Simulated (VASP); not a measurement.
# Cd (P6/mmm) in VASP: notebook

The runs below take Cd through single point, with PBE.

Everything below comes from runs of VASP 6.6.1. Logs are shortened: lines on timing, memory, paths and dates and some standing lists are left out, and cuts for length are marked.

### Step 1. The cell of the first run

It takes space group P6/mmm (No. 191, hexagonal). The conventional cell has a = 2.378 Å, b = 2.378 Å, c = 2.321 Å, α = 90.00°, β = 90.00°, γ = 120.00°. Within 3.1 Å of Cd (site symmetry 6/mmm) lie 8 Cd at 2.32 to 2.38 Å.

This isn't the form of Cd at room conditions, which is hcp.

### Step 2. Single point, PBE

Input file INCAR:

```
ALGO     = Normal         # electronic algorithm
EDIFF    = 1E-6           # SCF threshold, eV
ENCUT    = 630            # plane-wave cutoff, eV
GGA      = PE             # functional
GGA_COMPAT= F            
ISIF     = 2              # what is computed and relaxed
ISMEAR   = -1             # smearing method
LASPH    = T              # aspherical terms in the spheres
LCHARG   = F              # write CHGCAR
LREAL    = F              # projectors in reciprocal space
LWAVE    = F              # write WAVECAR
NBANDS   = 16             # bands
NELM     = 120            # most SCF steps
PREC     = Accurate       # precision mode
SIGMA    = 0.1            # smearing width, eV
```

Input file KPOINTS:

```
k-points
0
Gamma
  14 14 13
```

Input file POSCAR:

```
Cd
1.0
    2.3777440192      0.0000000000      0.0000000000
   -1.1888720096      2.0591867243      0.0000000000
    0.0000000000      0.0000000000      2.3207244168
Cd
1
Direct
    0.0000000000      0.0000000000      0.0000000000
```

Potentials or basis: VASP PAW PBE potentials, release 64 (Cd_sv_GW).

Run with:

```sh
> cat potpaw_PBE.64/Cd_sv_GW/POTCAR > POTCAR
> mpirun -np 1 vasp_std > vasp.out
```

OUTCAR:

```text
EDIFF = 1E-6
   ENCUT = 630
   GGA = PE
   ISIF = 2
   ISMEAR = -1
   LASPH = T
   LREAL = F
   NELM = 120
   PREC = Accurate

 ion  position               nearest neighbor table
   1  0.000  0.000  0.000-

  LATTYP: Found a hexagonal cell.
 ALAT       =     2.3777440192
 C/A-ratio  =     0.9760194529

  Lattice vectors:

 A1 = (   2.3777440192,   0.0000000000,   0.0000000000)
 A2 = (  -1.1888720096,   2.0591867243,   0.0000000000)
 A3 = (   0.0000000000,   0.0000000000,   2.3207244168)

Analysis of symmetry for initial positions (statically):
=====================================================================
 Subroutine PRICEL returns:
 Original cell was already a primitive cell.

 Routine SETGRP: Setting up the symmetry group for a
 hexagonal supercell.

 Subroutine GETGRP returns: Found 24 space group operations
 (whereof 24 operations were pure point group operations)
 out of a pool of 24 trial point group operations.

The static configuration has the point symmetry D_6h.

Analysis of symmetry for dynamics (positions and initial velocities):
=====================================================================
 Subroutine PRICEL returns:
 Original cell was already a primitive cell.

 Routine SETGRP: Setting up the symmetry group for a
 hexagonal supercell.

 Subroutine GETGRP returns: Found 24 space group operations
 (whereof 24 operations were pure point group operations)
 out of a pool of 24 trial point group operations.

The dynamic configuration has the point symmetry D_6h.

 Subroutine INISYM returns: Found 24 space group operations
 (whereof 24 operations are pure point group operations),
 and found     1 'primitive' translations

----------------------------------------------------------------------------------------

                                     Primitive cell

  volume of cell :      11.3628

  direct lattice vectors                    reciprocal lattice vectors
     2.377744019  0.000000000  0.000000000     0.420566719  0.242814308  0.000000000
    -1.188872010  2.059186724  0.000000000     0.000000000  0.485628616  0.000000000
     0.000000000  0.000000000  2.320724417     0.000000000  0.000000000  0.430899935

  length of vectors
     2.377744019  2.377744019  2.320724417     0.485628616  0.485628616  0.430899935

  position of ions in fractional coordinates (direct lattice)
     0.000000000  0.000000000  0.000000000

  ion indices of the primitive-cell ions
   primitive index   ion index
                 1           1

----------------------------------------------------------------------------------------

 KPOINTS: k-points

Automatic generation of k-mesh.
 Grid dimensions read from file:
 generate k-points for:   14   14   13

 Generating k-lattice:

  Cartesian coordinates                     Fractional coordinates (reciprocal lattice)
     0.030040480  0.017343879  0.000000000     0.071428571  0.000000000  0.000000000
     0.000000000  0.034687758  0.000000000     0.000000000  0.071428571  0.000000000
     0.000000000  0.000000000  0.033146149     0.000000000  0.000000000  0.076923077

  Length of vectors
     0.034687758  0.034687758  0.033146149

  Shift w.r.t. Gamma in fractional coordinates (k-lattice)
     0.000000000  0.000000000  0.000000000

 Subroutine IBZKPT returns following result:
 ===========================================

 Found    168 irreducible k-points:

 Following reciprocal coordinates:
            Coordinates               Weight
  0.000000  0.000000  0.000000      1.000000
  0.071429  0.000000  0.000000      6.000000
  0.142857  0.000000  0.000000      6.000000
  0.214286  0.000000  0.000000      6.000000
  0.285714  0.000000  0.000000      6.000000
  0.357143  0.000000  0.000000      6.000000
[... 16 lines left out ...]
  0.285714  0.285714  0.000000      6.000000
  0.357143  0.285714  0.000000      6.000000
 [... further k-points ...]
   k-points           NKPTS =    168   k-points in BZ     NKDIM =    168   number of bands    NBANDS=     16
   number of dos      NEDOS =    301   number of ions     NIONS =      1
   total plane-waves  NPLWV =   8000
   dimension x,y,z NGX =    20 NGY =   20 NGZ =   20
   dimension x,y,z NGXF=    40 NGYF=   40 NGZF=   40
   ions per type =               1
   NGX,Y,Z   is equivalent  to a cutoff of  13.98, 13.98, 14.33 a.u.
   NGXF,Y,Z  is equivalent  to a cutoff of  27.97, 27.97, 28.65 a.u.
 SYSTEM =  unknown system
   PREC   = accura    normal or accurate (medium, high low for compatibility)
   ISTART =      0    job   : 0-new  1-cont  2-samecut
   ICHARG =      2    charge: 1-file 2-atom 10-const
   ISPIN  =      1    spin polarized calculation?
   LNONCOLLINEAR =      F non collinear calculations
   LSORBIT =      F    spin-orbit coupling
   LASPH  =      T    aspherical Exc in radial PAW
   ENCUT  =  630.0 eV  46.30 Ry    6.80 a.u.   4.87  4.87  4.75*2*pi/ulx,y,z
   NELM   =    120;   NELMIN=  2; NELMDL= -5     # of ELM steps
   EDIFF  = 0.1E-05   stopping-criterion for ELM
   LREAL  =      F    real-space projection
   EDIFFG = 0.1E-04   stopping-criterion for IOM
   NSW    =      0    number of steps for IOM
   IBRION =     -1    ionic relax: 0-MD 1-quasi-New 2-CG
   NFREE  =      0    steps in history (QN), initial steepest desc. (CG)
   ISIF   =      2    stress and relaxation
   ISYM   =      2    0-nonsym 1-usesym 2-fastsym
   POTIM  = 0.5000    time-step for ionic-motion
   TEBEG  =    0.0;   TEEND  =   0.0 temperature during run
   PSTRESS=    0.0 pullay stress
   NELECT =      20.0000    total number of electrons
   NUPDOWN=      -1.0000    fix difference up-down
   EMIN   =  10.00;   EMAX   =-10.00  energy-range for DOS
   EFERMI =   0.00;   METHOD = LEGACY
   ISMEAR =    -1;   SIGMA  =   0.10  broadening in eV -4-tet -1-fermi 0-gaus
   EFERMI_NEDOS =   21; number of points for ismear=-14 and -15
   IALGO  =     38    algorithm
   IMIX   =      4    mixing-type and parameters
     AMIX     =   0.40;   BMIX     =  1.00
     AMIX_MAG =   1.60;   BMIX_MAG =  1.00
  volume/ion in A,a.u.               =      11.36        76.68
  Fermi-wavevector in a.u.,A,eV,Ry     =   1.976621  3.735272 53.158368  3.907030
  Thomas-Fermi vector in A             =   2.997889
   LORBIT       =      0    0 simple, 1 ext, 2 COOP (PROOUT), +10 PAW based schemes
   GGA     = PE    functional components
   LHFCALC =     F    Hartree Fock is set to
   AEXX    =    0.0000 exact exchange contribution
   IVDW    =     0    specifies the selected vdW correction
   LEPSILON=     F    determine dielectric tensor
   LRPA    =     F    only Hartree local field effects (RPA)
 non-spin polarized calculation
  energy-cutoff  :      630.00
  volume of cell :       11.36
 maximum number of plane-waves:       423
 NGX is ok and might be reduce to    20
   NGX =  9   NGY =  9   NGZ =  9

 number of electron      20.0000014 magnetization

 Free energy of the ion-electron system (eV)
  ---------------------------------------------------
  ext. energy  EPLUGINS =         0.00000000
  ---------------------------------------------------
  free energy    TOTEN  =         3.99221460 eV

  energy without entropy =        4.00099628  energy(sigma->0) =        3.99660544

 E-fermi :  17.4506     XC(G=0): -15.3387

 val. band max:       17.4261080747   @ k =   0.4286   0.0714   0.4615
 cond. band min:      17.4554180092   @ k =   0.3571   0.0000   0.4615
 fundamental gap:      0.0293099345
 Fermi energy:        17.4505668539

 k-point     1 :       0.0000    0.0000    0.0000
  band No.  band energies     occupation
      1     -89.2726      2.00000
      2     -50.0277      2.00000
      3     -49.9567      2.00000
      4     -49.9567      2.00000
      5       0.9061      2.00000
      6       1.3990      2.00000
[... 8 lines left out ...]
     15      38.1192      0.00000
     16      43.0898      0.00000

 k-point     2 :       0.0714    0.0000    0.0000
  band No.  band energies     occupation
      1     -89.2672      2.00000
      2     -50.0237      2.00000
      3     -49.9937      2.00000
      4     -49.9655      2.00000
      5       1.0641      2.00000
      6       1.5414      2.00000
[... 8 lines left out ...]
     15      38.3617      0.00000
     16      43.8819      0.00000

 k-point     3 :       0.1429    0.0000    0.0000
  band No.  band energies     occupation
      1     -89.2522      2.00000
      2     -50.0970      2.00000
      3     -50.0124      2.00000
      4     -49.9902      2.00000
      5       1.3428      2.00000
      6       2.0313      2.00000
[... 8 lines left out ...]
     15      37.9168      0.00000
     16      45.2170      0.00000

 k-point     4 :       0.2143    0.0000    0.0000
  band No.  band energies     occupation
      1     -89.2304      2.00000
      2     -50.2451      2.00000
      3     -50.0258      2.00000
      4     -49.9960      2.00000
      5       1.5823      2.00000
      6       2.2694      2.00000
[... 8 lines left out ...]
     15      37.2808      0.00000
     16      45.8840      0.00000
[... 324 lines left out ...]
 k-point    22 :       0.3571    0.2143    0.0000
  band No.  band energies     occupation
      1     -89.1553      2.00000
      2     -50.5870      2.00000
      3     -50.3072      2.00000
      4     -49.9398      2.00000
      5       2.2762      2.00000
      6       2.7284      2.00000
[... 8 lines left out ...]
     15      40.2750      0.00000
     16      43.3932      0.00000

 k-point    23 :       0.2857    0.2857    0.0000
  band No.  band energies     occupation
      1     -89.1541      2.00000
      2     -50.5460      2.00000
      3     -50.3591      2.00000
      4     -49.9389      2.00000
      5       2.5867      2.00000
      6       2.9619      2.00000
[... 8 lines left out ...]
     15      41.2637      0.00000
     16      42.8028      0.00000

 k-point    24 :       0.3571    0.2857    0.0000
  band No.  band energies     occupation
      1     -89.1507      2.00000
      2     -50.5219      2.00000
      3     -50.4115      2.00000
      4     -49.9364      2.00000
      5       2.6291      2.00000
      6       3.2066      2.00000
[... 8 lines left out ...]
     15      42.2463      0.00000
     16      43.1921      0.00000

 [... further k-points ...]

------------------------ aborting loop because EDIFF is reached ----------------------------------------

  FORCE on cell =-STRESS in cart. coord.  units (eV):
  Direction    XX          YY          ZZ          XY          YZ          ZX
  --------------------------------------------------------------------------------------
  -------------------------------------------------------------------------------------
  Total       17.7556642     17.7556642     17.7477857      0.0000000      0.0000000      0.0000000
  in kB     2503.5894095   2503.5894094   2502.4785298      0.0000000      0.0000000      0.0000000
  external PRESSURE =    2503.2191162 kB  Pullay stress =       0.0000000 kB

 VOLUME and BASIS-vectors are now :
 -----------------------------------------------------------------------------
  energy-cutoff  :      630.00
  volume of cell :       11.36
      direct lattice vectors                 reciprocal lattice vectors
     2.377744019  0.000000000  0.000000000     0.420566719  0.242814308  0.000000000
    -1.188872010  2.059186724  0.000000000     0.000000000  0.485628616  0.000000000
     0.000000000  0.000000000  2.320724417     0.000000000  0.000000000  0.430899935

 POSITION                                       TOTAL-FORCE (eV/Angst)
 -----------------------------------------------------------------------------------
      0.00000      0.00000      0.00000        -0.000000      0.000000      0.000000
 -----------------------------------------------------------------------------------
    total drift:                               -0.000000      0.000000      0.000000

  FREE ENERGIE OF THE ION-ELECTRON SYSTEM (eV)
  ---------------------------------------------------
  free  energy   TOTEN  =         3.9922145965 eV

  energy  without entropy=        4.0009962754  energy(sigma->0) =        3.99660544
```

Run time: 35 s. Hardware: 1 thread of Intel Xeon Platinum 8375C at 2.90GHz (Ice Lake), shared host; peak memory 0.17 GiB.

Results:

```
Free energy            : 3.9922 eV
Pressure               : 250.3 GPa
Band gap on the k mesh : zero (bands 10 and 11 overlap by 6.03 eV)
```

Caveat: the cell stands under pressure.

(Part 1 of 2 ends here.)

The gap in the log of VASP goes by the Fermi energy; the results here count the filled bands.